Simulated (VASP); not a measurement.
# As (P6/mmm) in VASP: a series of runs

Runs on As. Level: PBE. Tasks: single point, relaxation of cell and atoms.

Everything below comes from runs of VASP 6.6.1. Logs are shortened: lines on timing, memory, paths and dates and some standing lists are left out, and cuts for length are marked.

### 1 The cell of the first run

Symmetry: P6/mmm, No. 191, hexagonal system. The conventional cell has a = 4.342 Å, b = 4.342 Å, c = 4.924 Å, α = 90.00°, β = 90.00°, γ = 120.00°. As (site symmetry 3m) has 5 As at 2.23 to 2.69 Å within 3.0 Å.

### 2 Single point, PBE

Input file INCAR:

```
ALGO = Normal
EDIFF = 1E-7
ENCUT = 520
GGA = PE
ISIF = 2
ISMEAR = 0
LASPH = T
LCHARG = T
LELF = T
LREAL = F
LVHAR = T
LWAVE = F
NBANDS = 18
NELM = 60
PREC = Accurate
SIGMA = 0.1
```

Input file KPOINTS:

```
k-points
0
Gamma
  6 6 4
```

Input file POSCAR:

```
As
1.0
    4.3418627400      0.0000000000      0.0000000000
   -2.1709313700      3.7601634300      0.0000000000
    0.0000000000      0.0000000000      4.9238934700
As
4
Direct
    0.3333333300      0.6666666700      0.2267525800
    0.3333333300      0.6666666700      0.7732474200
    0.6666666700      0.3333333300      0.7732474200
    0.6666666700      0.3333333300      0.2267525800
```

Potentials or basis: VASP PAW PBE potentials, release 64 (As).

Command:

```bash
$ cat potpaw_PBE.64/As/POTCAR > POTCAR
$ mpirun -np 1 vasp_std > vasp.out
```

OUTCAR:

```text
EDIFF = 1E-7
   ENCUT = 520
   GGA = PE
   ISIF = 2
   ISMEAR = 0
   LASPH = T
   LREAL = F
   NELM = 60
   PREC = Accurate

 ion  position               nearest neighbor table
   1  0.333  0.667  0.227-   2 2.23   4 2.51   4 2.51   4 2.51   2 2.69
   2  0.333  0.667  0.773-   1 2.23   3 2.51   3 2.51   3 2.51   1 2.69
   3  0.667  0.333  0.773-   4 2.23   2 2.51   2 2.51   2 2.51   4 2.69
   4  0.667  0.333  0.227-   3 2.23   1 2.51   1 2.51   1 2.51   3 2.69

  LATTYP: Found a hexagonal cell.
 ALAT       =     4.3418627400
 C/A-ratio  =     1.1340509281

  Lattice vectors:

 A1 = (   4.3418627400,   0.0000000000,   0.0000000000)
 A2 = (  -2.1709313700,   3.7601634300,   0.0000000000)
 A3 = (   0.0000000000,   0.0000000000,   4.9238934700)

Analysis of symmetry for initial positions (statically):
=====================================================================
 Subroutine PRICEL returns:
 Original cell was already a primitive cell.

 Routine SETGRP: Setting up the symmetry group for a
 hexagonal supercell.

 Subroutine GETGRP returns: Found 24 space group operations
 (whereof 24 operations were pure point group operations)
 out of a pool of 24 trial point group operations.

The static configuration has the point symmetry D_6h.

Analysis of symmetry for dynamics (positions and initial velocities):
=====================================================================
 Subroutine PRICEL returns:
 Original cell was already a primitive cell.

 Routine SETGRP: Setting up the symmetry group for a
 hexagonal supercell.

 Subroutine GETGRP returns: Found 24 space group operations
 (whereof 24 operations were pure point group operations)
 out of a pool of 24 trial point group operations.

The dynamic configuration has the point symmetry D_6h.

 Subroutine INISYM returns: Found 24 space group operations
 (whereof 24 operations are pure point group operations),
 and found     1 'primitive' translations

----------------------------------------------------------------------------------------

                                     Primitive cell

  volume of cell :      80.3880

  direct lattice vectors                    reciprocal lattice vectors
     4.341862740  0.000000000  0.000000000     0.230315894  0.132972944  0.000000000
    -2.170931370  3.760163430  0.000000000     0.000000000  0.265945887  0.000000000
     0.000000000  0.000000000  4.923893470     0.000000000  0.000000000  0.203091315

  length of vectors
     4.341862740  4.341862738  4.923893470     0.265945887  0.265945887  0.203091315

  position of ions in fractional coordinates (direct lattice)
     0.333333330  0.666666670  0.226752580
     0.333333330  0.666666670  0.773247420
     0.666666670  0.333333330  0.773247420
     0.666666670  0.333333330  0.226752580

  ion indices of the primitive-cell ions
   primitive index   ion index
                 1           1
                 2           2
                 3           3
                 4           4

----------------------------------------------------------------------------------------

 KPOINTS: k-points

Automatic generation of k-mesh.
 Grid dimensions read from file:
 generate k-points for:    6    6    4

 Generating k-lattice:

  Cartesian coordinates                     Fractional coordinates (reciprocal lattice)
     0.038385982  0.022162157  0.000000000     0.166666667 -0.000000000  0.000000000
     0.000000000  0.044324315  0.000000000     0.000000000  0.166666667  0.000000000
     0.000000000  0.000000000  0.050772829     0.000000000  0.000000000  0.250000000

  Length of vectors
     0.044324315  0.044324315  0.050772829

  Shift w.r.t. Gamma in fractional coordinates (k-lattice)
     0.000000000  0.000000000  0.000000000

 Subroutine IBZKPT returns following result:
 ===========================================

 Found     21 irreducible k-points:

 Following reciprocal coordinates:
            Coordinates               Weight
  0.000000  0.000000  0.000000      1.000000
  0.166667  0.000000  0.000000      6.000000
  0.333333  0.000000  0.000000      6.000000
  0.500000  0.000000  0.000000      3.000000
  0.166667  0.166667  0.000000      6.000000
  0.333333  0.166667  0.000000     12.000000
[... 13 lines left out ...]
  0.333333  0.166667  0.500000     12.000000
  0.333333  0.333333  0.500000      2.000000
   k-points           NKPTS =     21   k-points in BZ     NKDIM =     21   number of bands    NBANDS=     18
   number of dos      NEDOS =    301   number of ions     NIONS =      4
   total plane-waves  NPLWV =  40960
   dimension x,y,z NGX =    32 NGY =   32 NGZ =   40
   dimension x,y,z NGXF=    64 NGYF=   64 NGZF=   80
   ions per type =               4
   NGX,Y,Z   is equivalent  to a cutoff of  12.25, 12.25, 13.51 a.u.
   NGXF,Y,Z  is equivalent  to a cutoff of  24.51, 24.51, 27.01 a.u.
 SYSTEM =  unknown system
   PREC   = accura    normal or accurate (medium, high low for compatibility)
   ISTART =      0    job   : 0-new  1-cont  2-samecut
   ICHARG =      2    charge: 1-file 2-atom 10-const
   ISPIN  =      1    spin polarized calculation?
   LNONCOLLINEAR =      F non collinear calculations
   LSORBIT =      F    spin-orbit coupling
   LASPH  =      T    aspherical Exc in radial PAW
   ENCUT  =  520.0 eV  38.22 Ry    6.18 a.u.   8.07  8.07  9.16*2*pi/ulx,y,z
   NELM   =     60;   NELMIN=  2; NELMDL= -5     # of ELM steps
   EDIFF  = 0.1E-06   stopping-criterion for ELM
   LREAL  =      F    real-space projection
   EDIFFG = 0.1E-05   stopping-criterion for IOM
   NSW    =      0    number of steps for IOM
   IBRION =     -1    ionic relax: 0-MD 1-quasi-New 2-CG
   NFREE  =      0    steps in history (QN), initial steepest desc. (CG)
   ISIF   =      2    stress and relaxation
   ISYM   =      2    0-nonsym 1-usesym 2-fastsym
   POTIM  = 0.5000    time-step for ionic-motion
   TEBEG  =    0.0;   TEEND  =   0.0 temperature during run
   PSTRESS=    0.0 pullay stress
   NELECT =      20.0000    total number of electrons
   NUPDOWN=      -1.0000    fix difference up-down
   EMIN   =  10.00;   EMAX   =-10.00  energy-range for DOS
   EFERMI =   0.00;   METHOD = LEGACY
   ISMEAR =     0;   SIGMA  =   0.10  broadening in eV -4-tet -1-fermi 0-gaus
   EFERMI_NEDOS =   21; number of points for ismear=-14 and -15
   IALGO  =     38    algorithm
   IMIX   =      4    mixing-type and parameters
     AMIX     =   0.40;   BMIX     =  1.00
     AMIX_MAG =   1.60;   BMIX_MAG =  1.00
  volume/ion in A,a.u.               =      20.10       135.62
  Fermi-wavevector in a.u.,A,eV,Ry     =   1.029645  1.945748 14.424483  1.060170
  Thomas-Fermi vector in A             =   2.163703
   LORBIT       =      0    0 simple, 1 ext, 2 COOP (PROOUT), +10 PAW based schemes
   GGA     = PE    functional components
   LHFCALC =     F    Hartree Fock is set to
   AEXX    =    0.0000 exact exchange contribution
   IVDW    =     0    specifies the selected vdW correction
   LEPSILON=     F    determine dielectric tensor
   LRPA    =     F    only Hartree local field effects (RPA)
 non-spin polarized calculation
 Gauss-broadening in eV      SIGMA  =   0.10
  energy-cutoff  :      520.00
  volume of cell :       80.39
 maximum number of plane-waves:      2182
   NGX = 17   NGY = 17   NGZ = 19

 number of electron      20.0000000 magnetization

 Free energy of the ion-electron system (eV)
  ---------------------------------------------------
  ext. energy  EPLUGINS =         0.00000000
  ---------------------------------------------------
  free energy    TOTEN  =       -15.79428659 eV

  energy without entropy =      -15.77905945  energy(sigma->0) =      -15.78667302

 E-fermi :   6.2385     XC(G=0): -10.0360

 val. band max:        6.2166992660   @ k =   0.3333   0.1667   0.0000
 cond. band min:       6.2614417729   @ k =   0.1667   0.0000   0.2500
 fundamental gap:      0.0447425069
 Fermi energy:         6.2384905690

 k-point     1 :       0.0000    0.0000    0.0000
  band No.  band energies     occupation
      1     -10.4676      2.00000
      2      -5.3447      2.00000
      3      -3.8919      2.00000
      4      -1.8919      2.00000
      5       0.3279      2.00000
      6       0.3279      2.00000
[... 10 lines left out ...]
     17      11.3491      0.00000
     18      13.1246      0.00000

 k-point     2 :       0.1667    0.0000    0.0000
  band No.  band energies     occupation
      1     -10.2413      2.00000
      2      -5.1121      2.00000
      3      -4.8308      2.00000
      4      -1.6844      2.00000
      5       0.0125      2.00000
      6       0.8110      2.00000
[... 10 lines left out ...]
     17      11.4264      0.00000
     18      13.3383      0.00000

 k-point     3 :       0.3333    0.0000    0.0000
  band No.  band energies     occupation
      1      -9.6106      2.00000
      2      -6.4083      2.00000
      3      -4.4589      2.00000
      4      -1.1144      2.00000
      5      -1.0729      2.00000
      6      -0.4725      2.00000
[... 10 lines left out ...]
     17      13.1292      0.00000
     18      13.9106      0.00000

 k-point     4 :       0.5000    0.0000    0.0000
  band No.  band energies     occupation
      1      -9.0318      2.00000
      2      -7.3505      2.00000
      3      -3.8487      2.00000
      4      -2.1155      2.00000
      5      -0.6712      2.00000
      6      -0.6015      2.00000
[... 312 lines left out ...]
      4      -3.1431      2.00000
      5       0.1620      2.00000
      6       1.6043      2.00000
[... 10 lines left out ...]
     17      13.8297      0.00000
     18      14.4935      0.00000

 k-point    20 :       0.3333    0.1667    0.5000
  band No.  band energies     occupation
      1      -8.3514      2.00000
      2      -6.5995      2.00000
      3      -6.3036      2.00000
      4      -4.4944      2.00000
      5      -0.3794      2.00000
      6       1.0420      2.00000
[... 10 lines left out ...]
     17      12.3929      0.00000
     18      12.8116      0.00000

 k-point    21 :       0.3333    0.3333    0.5000
  band No.  band energies     occupation
      1      -7.5372      2.00000
      2      -7.5372      2.00000
      3      -5.4610      2.00000
      4      -5.4610      2.00000
      5      -0.7962      2.00000
      6       0.5988      2.00000
[... 10 lines left out ...]
     17      12.1816      0.00000
     18      13.8475      0.00000

------------------------ aborting loop because EDIFF is reached ----------------------------------------

  FORCE on cell =-STRESS in cart. coord.  units (eV):
  Direction    XX          YY          ZZ          XY          YZ          ZX
  --------------------------------------------------------------------------------------
  -------------------------------------------------------------------------------------
  Total        7.8897846      7.8897846     21.4218630      0.0000000      0.0000000      0.0000000
  in kB      157.2476892    157.2476890    426.9493540      0.0000000      0.0000000      0.0000000
  external PRESSURE =     247.1482441 kB  Pullay stress =       0.0000000 kB

 VOLUME and BASIS-vectors are now :
 -----------------------------------------------------------------------------
  energy-cutoff  :      520.00
  volume of cell :       80.39
      direct lattice vectors                 reciprocal lattice vectors
     4.341862740  0.000000000  0.000000000     0.230315894  0.132972944  0.000000000
    -2.170931370  3.760163430  0.000000000     0.000000000  0.265945887  0.000000000
     0.000000000  0.000000000  4.923893470     0.000000000  0.000000000  0.203091315

 POSITION                                       TOTAL-FORCE (eV/Angst)
 -----------------------------------------------------------------------------------
     -0.00000      2.50678      1.11651        -0.000000     -0.000000      3.302849
     -0.00000      2.50678      3.80739         0.000000     -0.000000     -3.302849
      2.17093      1.25339      3.80739         0.000000      0.000000     -3.302849
      2.17093      1.25339      1.11651         0.000000      0.000000      3.302849
 -----------------------------------------------------------------------------------
    total drift:                               -0.000000      0.000000     -0.000000

  FREE ENERGIE OF THE ION-ELECTRON SYSTEM (eV)
  ---------------------------------------------------
  free  energy   TOTEN  =       -15.7942865881 eV

  energy  without entropy=      -15.7790594497  energy(sigma->0) =      -15.78667302
```

Run time: 16 s. Hardware: 1 thread of Intel Xeon 6975P-C, shared host; peak memory 0.19 GiB.

Results:

```
Free energy            : -15.7943 eV
Pressure               : 24.7 GPa
Largest force          : 3.303 eV/Å
Band gap on the k mesh : zero (band 10 reaches 6.62 eV, above the bottom of band 11 at 5.14 eV)
```

Forces in eV/Å, atoms in the order of the input:
```
As   0.000  0.000  3.303
As   0.000  0.000 -3.303
As   0.000  0.000 -3.303
As   0.000  0.000  3.303
```

Stress tensor (GPa, compression positive):
```
15.72  0.00  0.00
 0.00 15.72  0.00
 0.00  0.00 42.69
```

Levels at points of the mesh, in eV from the Fermi level:
| k point | band 6 | band 7 | band 8 | band 9 | band 10 | band 11 | band 12 | band 13 | band 14 | band 15 |
| --- | --- | --- | --- | --- | --- | --- | --- | --- | --- | --- |
| (0.00, 0.00, 0.00) | -5.91 | -3.90 | -3.01 | -2.06 | -2.06 | -1.10 | -1.10 | 3.14 | 3.14 | 3.89 |
| (0.50, 0.00, 0.00) | -6.84 | -5.52 | -4.41 | -2.98 | 0.27 | 1.74 | 3.02 | 3.90 | 4.16 | 5.20 |
| (0.00, 0.00, 0.50) | -5.15 | -3.67 | -3.67 | -2.85 | -0.80 | -0.26 | -0.26 | 1.13 | 1.13 | 2.74 |
| (0.50, 0.00, 0.50) | -4.67 | -3.91 | -2.25 | -1.70 | 0.20 | 0.46 | 2.26 | 2.79 | 3.78 | 4.59 |

Caveat: forces of over 1 eV/Å act on the atoms, so gaps and moduli don't describe the material at rest.

(Continued in part 2 of 3.)
